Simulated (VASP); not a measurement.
# Be: electric field gradients with PBE

The system is Be.

```
Be
1.0
    -1.24471    1.24471    1.24471
     1.24471   -1.24471    1.24471
     1.24471    1.24471   -1.24471
Be
1
Direct
  0.00000 0.00000 0.00000
```

This cell differs from its parent crystal: volume scaled by 0.98.

```
Program                : VASP 6.6.1
Task                   : electric field gradients
Functional             : PBE
Potentials or basis    : VASP PAW PBE potentials, release 64 (Be)
Cutoff                 : 520 eV
k mesh                 : 23 × 23 × 23
Occupations            : fermi-dirac, width 0.03 eV
Spin                   : no spin polarisation
Dipole correction      : no
Further INCAR settings : ALGO = Normal; EDIFF = 1e-08; NBANDS = 7
```

* Pressure: 1.8 GPa
* Band gap on the k mesh: zero (band 1 reaches 11.70 eV, above the bottom of band 2 at 6.76 eV)

Levels at points of the mesh, in eV from the Fermi level:
```csv
k point,band 1,band 2,band 3,band 4,band 5,band 6
"(0.00, 0.00, 0.00)",-12.40,19.62,19.62,19.62,31.06,31.06
```

Wall time 12 s on 1 thread of Intel Xeon 8259CL, with other jobs on the host, peak memory 0.12 GiB.

Caveat: without QUAD_EFG the Cq values of the log hold for a quadrupole moment of 1 mb, not for the nuclei.
